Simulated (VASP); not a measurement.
A run of VASP 6.6.1 is set up as follows.

Contents of INCAR:

```
PREC = Accurate
ENCUT = 520
EDIFF = 1E-6
ISMEAR = 0
SIGMA = 0.02
LREAL = F
LASPH = T
NELM = 100
ALGO = Normal
ISIF = 2
LWAVE = F
LCHARG = T
GGA = PE
LELF = T
LVHAR = T
NBANDS = 28
```

KPOINTS

```
regular mesh
0
Gamma
  4 4 4
```

POSCAR

```
Cs3SI
1.0
    6.6874934834      0.0000000000      0.0000000000
    0.0000000000      6.6874934834      0.0000000000
    0.0000000000      0.0000000000      6.6874934834
Cs S I
3 1 1
Direct
    0.5000000000      0.0000000000      0.0000000000
    0.0000000000      0.5000000000      0.0000000000
    0.0000000000      0.0000000000      0.5000000000
    0.0000000000      0.0000000000      0.0000000000
    0.5000000000      0.5000000000      0.5000000000
```

Potentials or basis: VASP PAW PBE potentials, release 64 (Cs_sv, S, I).

Command:

```console
$ cat potpaw_PBE.64/Cs_sv/POTCAR potpaw_PBE.64/S/POTCAR potpaw_PBE.64/I/POTCAR > POTCAR
$ mpirun -np 1 vasp_std > vasp.out
```

Task: What does it give for the pressure?

Result: 0.0 GPa.

Task: What does it give for the band gap on the k mesh?

Result: 1.06 eV, direct.

Caveat: spin-orbit coupling is left out, which moves the levels of the heavy elements. Expect the measured gap to be larger: semilocal functionals such as PBE lack the derivative discontinuity.
